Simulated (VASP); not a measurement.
A run of VASP 6.6.1 is set up as follows.

The input INCAR:

```
PREC = Accurate ; ENCUT = 600
EDIFF = 1E-6 ; ISMEAR = 0
SIGMA = 0.15 ; LREAL = F
LASPH = T ; NELM = 120
ALGO = Normal ; ISIF = 2
LWAVE = F ; LCHARG = T
GGA = PE ; LELF = T
LVHAR = T ; NBANDS = 34
GGA_COMPAT = F
```

Contents of KPOINTS:

```
Automatic mesh
0
Gamma
  10 10 10
```

POSCAR

```
CoW3
1.0
    3.8992073960      0.0000000000      0.0000000000
    0.0000000000      3.8992073960      0.0000000000
    0.0000000000      0.0000000000      3.8992073960
Co W
1 3
Direct
    0.0000000000      0.0000000000      0.0000000000
    0.0000000000      0.5000000000      0.5000000000
    0.5000000000      0.0000000000      0.5000000000
    0.5000000000      0.5000000000      0.0000000000
```

Potentials or basis: VASP PAW PBE potentials, release 64 (Co, W_sv).

Launch:

```sh
$ cat potpaw_PBE.64/Co/POTCAR potpaw_PBE.64/W_sv/POTCAR > POTCAR
$ mpirun -np 1 vasp_std > vasp.out
```

Q: Estimate the pressure.

A: 0.5 GPa.

Caveat: spin-orbit coupling is left out, which moves the levels of the heavy elements. Spin polarisation is off, so any magnetic state and its effect on volume and gap are missing.
